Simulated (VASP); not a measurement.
# AgB2 (P6/mmm) in VASP: further runs

Runs on AgB2. Level: PBEsol. Tasks: single point.

Everything below comes from runs of VASP 6.6.1. Logs are shortened: lines on timing, memory, paths and dates and some standing lists are left out, and cuts for length are marked.

### Step 1. The cell of the first run

It takes space group P6/mmm (No. 191, hexagonal). Conventional cell: a = 2.940 Å, b = 2.940 Å, c = 3.240 Å, α = 90.00°, β = 90.00°, γ = 120.00°. Within 3.1 Å of Ag (site symmetry 6/mmm) lie 12 B at 2.35 Å and 6 Ag at 2.94 Å. Within 2.3 Å of B (site symmetry -6m2) lie 3 B at 1.70 Å.

### Step 2. Single point, PBEsol (equal xx and yy strain of -2 %)

Input file INCAR:

```
SYSTEM = AgB2
PREC = Accurate
ENCUT = 520
EDIFF = 1E-7
ISMEAR = -1
SIGMA = 0.05
LREAL = .False.
LASPH = .True.
NELM = 80
ALGO = Normal
ISIF = 2
LWAVE = .False.
LCHARG = .True.
GGA = PS
LELF = .True.
LVHAR = .True.
NBANDS = 16
```

Input file KPOINTS:

```
Automatic mesh
0
Gamma
  16 16 13
  0 0 0
```

Input file POSCAR:

```
AgB2
1.0
    2.9400016077      0.0000000000      0.0000000000
   -1.4700008039      2.5461160795      0.0000000000
    0.0000000000      0.0000000000      3.2400000000
Ag B
1 2
Direct
    0.0000000000      0.0000000000      0.0000000000
    0.3333333333      0.6666666667      0.5000000000
    0.6666666667      0.3333333333      0.5000000000
```

Potentials or basis: VASP PAW PBE potentials, release 64 (Ag, B).

Run with:

```
cat potpaw_PBE.64/Ag/POTCAR potpaw_PBE.64/B/POTCAR > POTCAR
mpirun -np 1 vasp_std > vasp.out
```

OUTCAR:

```text
SYSTEM = AgB2
   PREC = Accurate
   ENCUT = 520
   EDIFF = 1E-7
   ISMEAR = -1
   LREAL = .False.
   LASPH = .True.
   NELM = 80
   ISIF = 2
   GGA = PS

 ion  position               nearest neighbor table
   1  0.000  0.000  0.000-   2 2.35   3 2.35   2 2.35   3 2.35   3 2.35   3 2.35   2 2.35   2 2.35
                             3 2.35   3 2.35   2 2.35   2 2.35
   2  0.333  0.667  0.500-   3 1.70   3 1.70   3 1.70   1 2.35   1 2.35   1 2.35   1 2.35   1 2.35
                             1 2.35
   3  0.667  0.333  0.500-   2 1.70   2 1.70   2 1.70   1 2.35   1 2.35   1 2.35   1 2.35   1 2.35
                             1 2.35

  LATTYP: Found a hexagonal cell.
 ALAT       =     2.9400016077
 C/A-ratio  =     1.1020402137

  Lattice vectors:

 A1 = (   2.9400016077,   0.0000000000,   0.0000000000)
 A2 = (  -1.4700008039,   2.5461160795,   0.0000000000)
 A3 = (   0.0000000000,   0.0000000000,   3.2400000000)

Analysis of symmetry for initial positions (statically):
=====================================================================
 Subroutine PRICEL returns:
 Original cell was already a primitive cell.

 Routine SETGRP: Setting up the symmetry group for a
 hexagonal supercell.

 Subroutine GETGRP returns: Found 24 space group operations
 (whereof 24 operations were pure point group operations)
 out of a pool of 24 trial point group operations.

The static configuration has the point symmetry D_6h.

Analysis of symmetry for dynamics (positions and initial velocities):
=====================================================================
 Subroutine PRICEL returns:
 Original cell was already a primitive cell.

 Routine SETGRP: Setting up the symmetry group for a
 hexagonal supercell.

 Subroutine GETGRP returns: Found 24 space group operations
 (whereof 24 operations were pure point group operations)
 out of a pool of 24 trial point group operations.

The dynamic configuration has the point symmetry D_6h.

 Subroutine INISYM returns: Found 24 space group operations
 (whereof 24 operations are pure point group operations),
 and found     1 'primitive' translations

----------------------------------------------------------------------------------------

                                     Primitive cell

  volume of cell :      24.2533

  direct lattice vectors                    reciprocal lattice vectors
     2.940001608  0.000000000  0.000000000     0.340135868  0.196377535  0.000000000
    -1.470000804  2.546116079  0.000000000     0.000000000  0.392755070  0.000000000
     0.000000000  0.000000000  3.240000000     0.000000000  0.000000000  0.308641975
[... 89 lines left out ...]
   NSW    =      0    number of steps for IOM
   IBRION =     -1    ionic relax: 0-MD 1-quasi-New 2-CG
   NFREE  =      0    steps in history (QN), initial steepest desc. (CG)
   ISIF   =      2    stress and relaxation
   ISYM   =      2    0-nonsym 1-usesym 2-fastsym
   POTIM  = 0.5000    time-step for ionic-motion
   TEBEG  =    0.0;   TEEND  =   0.0 temperature during run
   PSTRESS=    0.0 pullay stress
   NELECT =      17.0000    total number of electrons
   NUPDOWN=      -1.0000    fix difference up-down
   EMIN   =  10.00;   EMAX   =-10.00  energy-range for DOS
   EFERMI =   0.00;   METHOD = LEGACY
   ISMEAR =    -1;   SIGMA  =   0.05  broadening in eV -4-tet -1-fermi 0-gaus
   EFERMI_NEDOS =   21; number of points for ismear=-14 and -15
   IALGO  =     38    algorithm
   IMIX   =      4    mixing-type and parameters
     AMIX     =   0.40;   BMIX     =  1.00
     AMIX_MAG =   1.60;   BMIX_MAG =  1.00
  volume/ion in A,a.u.               =       8.08        54.56
  Fermi-wavevector in a.u.,A,eV,Ry     =   1.454234  2.748103 28.773543  2.114796
  Thomas-Fermi vector in A             =   2.571408
   LORBIT       =      0    0 simple, 1 ext, 2 COOP (PROOUT), +10 PAW based schemes
   GGA     = PS    functional components
   LHFCALC =     F    Hartree Fock is set to
   AEXX    =    0.0000 exact exchange contribution
   IVDW    =     0    specifies the selected vdW correction
   LEPSILON=     F    determine dielectric tensor
   LRPA    =     F    only Hartree local field effects (RPA)
 non-spin polarized calculation
  energy-cutoff  :      520.00
  volume of cell :       24.25
 maximum number of plane-waves:       672
 NGX is ok and might be reduce to    24
   NGX = 11   NGY = 11   NGZ = 13

 number of electron      17.0000000 magnetization

 Free energy of the ion-electron system (eV)
  ---------------------------------------------------
  ext. energy  EPLUGINS =         0.00000000
  ---------------------------------------------------
  free energy    TOTEN  =       -14.53224982 eV

  energy without entropy =      -14.52071283  energy(sigma->0) =      -14.52648133

 E-fermi :  11.2534     XC(G=0): -13.6404

 val. band max:       11.2469965539   @ k =   0.1250   0.0000   0.3846
 cond. band min:      11.2619146625   @ k =   0.3125  -0.0000   0.3846
 fundamental gap:      0.0149181086
 Fermi energy:        11.2533859234

 k-point     1 :       0.0000    0.0000    0.0000
  band No.  band energies     occupation
      1      -3.5690      2.00000
      2       3.7255      2.00000
      3       4.3944      2.00000
      4       4.3944      2.00000
      5       6.0310      2.00000
      6       6.0310      2.00000
[... 433 lines left out ...]
      3       3.8693      2.00000
      4       3.9012      2.00000
      5       5.3489      2.00000
      6       5.8586      2.00000
[... 8 lines left out ...]
     15      25.5787      0.00000
     16      26.9765      0.00000

 [... further k-points ...]

------------------------ aborting loop because EDIFF is reached ----------------------------------------

  FORCE on cell =-STRESS in cart. coord.  units (eV):
  Direction    XX          YY          ZZ          XY          YZ          ZX
  --------------------------------------------------------------------------------------
  -------------------------------------------------------------------------------------
  Total        8.1818250      8.1818250     12.3997182     -0.0000000      0.0000000      0.0000000
  in kB      540.4928941    540.4928942    819.1277121     -0.0000000      0.0000000      0.0000000
  external PRESSURE =     633.3711668 kB  Pullay stress =       0.0000000 kB

 VOLUME and BASIS-vectors are now :
 -----------------------------------------------------------------------------
  energy-cutoff  :      520.00
  volume of cell :       24.25
      direct lattice vectors                 reciprocal lattice vectors
     2.940001608  0.000000000  0.000000000     0.340135868  0.196377535  0.000000000
    -1.470000804  2.546116079  0.000000000     0.000000000  0.392755070  0.000000000
     0.000000000  0.000000000  3.240000000     0.000000000  0.000000000  0.308641975

 POSITION                                       TOTAL-FORCE (eV/Angst)
 -----------------------------------------------------------------------------------
      0.00000      0.00000      0.00000         0.000000      0.000000     -0.000000
     -0.00000      1.69741      1.62000        -0.000000      0.000000      0.000000
      1.47000      0.84871      1.62000         0.000000      0.000000     -0.000000
 -----------------------------------------------------------------------------------
    total drift:                               -0.000000      0.000000      0.000000

  FREE ENERGIE OF THE ION-ELECTRON SYSTEM (eV)
  ---------------------------------------------------
  free  energy   TOTEN  =       -14.5322498230 eV

  energy  without entropy=      -14.5207128320  energy(sigma->0) =      -14.52648133
```

OSZICAR:

```text
N       E                     dE             d eps       ncg     rms          rms(c)
DAV:   1     0.699479900785E+02    0.69948E+02   -0.79547E+03  6752   0.994E+02
DAV:   2    -0.176677889664E+02   -0.87616E+02   -0.80483E+02  8880   0.232E+02
DAV:   3    -0.193728450607E+02   -0.17051E+01   -0.17001E+01  7472   0.329E+01
DAV:   4    -0.193769174193E+02   -0.40724E-02   -0.40721E-02  8880   0.174E+00
DAV:   5    -0.193769406506E+02   -0.23231E-04   -0.23232E-04  7608   0.126E-01    0.204E+01
DAV:   6    -0.148812491903E+02    0.44957E+01   -0.88565E+00  7792   0.479E+01    0.176E+01
DAV:   7    -0.146033696890E+02    0.27788E+00   -0.16551E+00  7144   0.141E+01    0.865E+00
DAV:   8    -0.145351779885E+02    0.68192E-01   -0.11010E-01  8328   0.281E+00    0.179E+00
DAV:   9    -0.145334115260E+02    0.17665E-02   -0.52196E-03  7784   0.877E-01    0.211E-01
DAV:  10    -0.145322426606E+02    0.11689E-02   -0.16600E-03  7432   0.392E-01    0.782E-02
DAV:  11    -0.145322498920E+02   -0.72314E-05   -0.10687E-04  7592   0.843E-02    0.130E-02
DAV:  12    -0.145322498404E+02    0.51556E-07   -0.14544E-06  8648   0.149E-02    0.459E-03
DAV:  13    -0.145322498230E+02    0.17447E-07   -0.20148E-07  7104   0.419E-03
   1 F= -.14532250E+02 E0= -.14526481E+02  d E =-.115370E-01
```

stdout:

```text
POSCAR found type information on POSCAR AgB
 POSCAR found :  2 types and       3 ions
 scaLAPACK will be used
 -----------------------------------------------------------------------------
|                                                                             |
|                                                                             |
|     You enforced a specific xc type in the INCAR file but a different       |
|     I HOPE YOU KNOW WHAT YOU ARE DOING!                                     |
|                                                                             |
 -----------------------------------------------------------------------------

 LDA part: xc-table for (Slater+PW92), standard interpolation
 POSCAR, INCAR and KPOINTS ok, starting setup
 FFT: planning ... GRIDC
 FFT: planning ... GRID_SOFT
 FFT: planning ... GRID
 WAVECAR not read
 entering main loop
```

Run time: 47 s. Hardware: 1 thread of Intel Xeon Platinum 8259CL at 2.50GHz (Skylake/Cascade Lake), shared host; peak memory 0.2 GiB.

What came out:

```
Free energy : -14.5322 eV
Pressure    : 63.3 GPa
```

Stress tensor (GPa, compression positive):
```
54.05  0.00  0.00
 0.00 54.05  0.00
 0.00  0.00 81.91
```

Caveat: the cell differs from its parent crystal (equal xx and yy strain of -2 %); the PAW data sets were made with another functional, which shifts forces and pressure a little.

(Continued in part 2 of 2.)
